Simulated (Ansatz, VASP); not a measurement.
# Two plane-wave programs on WAu

```
W Au
1.0
     0.00000    2.90921    2.90921
     2.90921    0.00000    2.90921
     2.90921    2.90921    0.00000
W Au
1 1
Direct
  0.00000 0.00000 0.00000
  0.75000 0.75000 0.75000
```

Alike in both runs: task relaxation of cell and atoms; functional PBEsol; k mesh 6 × 6 × 6; occupations fermi-dirac, width 0.05 eV; no spin polarisation.

|  | VASP | Ansatz |
| --- | --- | --- |
| version | VASP 6.6.1 | Ansatz 0.2.0 |
| potentials or method | VASP PAW PBE potentials, release 64 (W_sv, Au) | Ansatz PAW |
| plane-wave cutoff (eV) | 600 | 420 |
| valence electrons in the cell | 25 | 33 |

```tsv
	VASP	Ansatz	Ansatz less VASP
gap on the k mesh at the Fermi level, each at its own relaxed structure (eV)	none	none	-
relaxed volume (Å³/atom)	23.75	23.72	-0.028
relaxed cell length with the largest relative difference (Å)	4.065	4.063	-0.0016
```

VASP's potentials were made for PBE, not for PBEsol. A gap of «none» marks a metal or a gap that the smearing closes. VASP's potentials hold 25 valence electrons a cell and Ansatz's 33, so a difference there can come from the potentials and not from the codes.

Neither program's run includes spin-orbit coupling. Noted on Ansatz's run: the plane-wave basis is chosen anew once the cell has moved, so the energies of steps on either side of that aren't comparable.
